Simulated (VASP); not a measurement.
Write the native input for VASP 6.6.1 that does the following.

- Task: single point
- Functional: PBE
- Potentials or basis: VASP PAW PBE potentials, release 64 (Ge_d, Te, O)
- Cutoff: 520 eV
- k mesh: 4 × 4 × 2
- Occupations: gaussian, width 0.1 eV
- Spin: no spin polarisation
- Dipole correction: no
- Further INCAR settings: ALGO = Normal; EDIFF = 1e-06; NBANDS = 35

The structure of Ge2Te3O lies in POSCAR:

```
Ge2Te3O
1.0
    3.6233392130      0.0000000000      0.0000000000
    0.0000000000      3.6233392130      0.0000000000
    0.0000000000      0.0000000000     10.8372323621
Ge Te O
2 3 1
Direct
    0.0000000000      0.5000000000      0.7677930933
    0.5000000000      0.0000000000      0.2322069067
    0.5000000000      0.5000000000      0.0000000000
    0.0000000000      0.5000000000      0.3588612032
    0.5000000000      0.0000000000      0.6411387968
    0.0000000000      0.0000000000      0.0000000000
```

The input as run:

INCAR

```
ALGO = Normal
EDIFF = 1E-6
ENCUT = 520
GGA = PE
ISIF = 2
ISMEAR = 0
LASPH = True
LCHARG = False
LREAL = False
LWAVE = False
NBANDS = 35
NELM = 60
PREC = Accurate
SIGMA = 0.1
```

KPOINTS

```
k-points
0
Gamma
  4 4 2
```

Potentials or basis: VASP PAW PBE potentials, release 64 (Ge_d, Te, O).

The run is started by

```sh
$ cat potpaw_PBE.64/Ge_d/POTCAR potpaw_PBE.64/Te/POTCAR potpaw_PBE.64/O/POTCAR > POTCAR
$ mpirun -np 1 vasp_std > vasp.out
```

Results of the run:

```json
{
  "Pressure": "0.0 GPa",
  "Largest force": "0.010 eV/Å",
  "Band gap on the k mesh": "zero (band 26 reaches 6.72 eV, above the bottom of band 27 at 5.96 eV)"
}
```

Caveat: the k points lie up to 0.43 Å⁻¹ apart; spin-orbit coupling is left out, which moves the levels of the heavy elements; this functional lacks dispersion, which binds the layers, so the pressure and a relaxed spacing across them are unreliable.

It took 33 s on 1 thread of Intel(R) Xeon(R) 6975P-C (Granite Rapids) (shared host), peak memory 0.26 GiB.
